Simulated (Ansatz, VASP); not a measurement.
One calculation of Au, two programs

```xyz
1
Lattice="0.0000 2.1056 2.1056 2.1056 0.0000 2.1056 2.1056 2.1056 0.0000" Properties=species:S:1:pos:R:3 pbc="T T T"
Au    0.0000    0.0000    0.0000
```

Alike in both runs: task single point; functional PBE; k mesh 21 × 21 × 21; occupations fermi-dirac, width 0.1 eV; no spin polarisation.

```csv
,VASP,Ansatz
version,VASP 6.6.1,Ansatz 0.2.0
potentials or method,"VASP PAW PBE potentials, release 64 (Au), cutoff 520 eV","plane waves (420 eV) with PAW, scalar-relativistic"
valence electrons in the cell,11,19
```

|  | VASP | Ansatz | Ansatz less VASP |
| --- | --- | --- | --- |
| pressure (GPa) | -4.9 | -4.8 | +0.19 |

VASP's potentials hold 11 valence electrons a cell and Ansatz's 19, so a difference there can come from the potentials and not from the codes.

Neither program's run includes spin-orbit coupling.
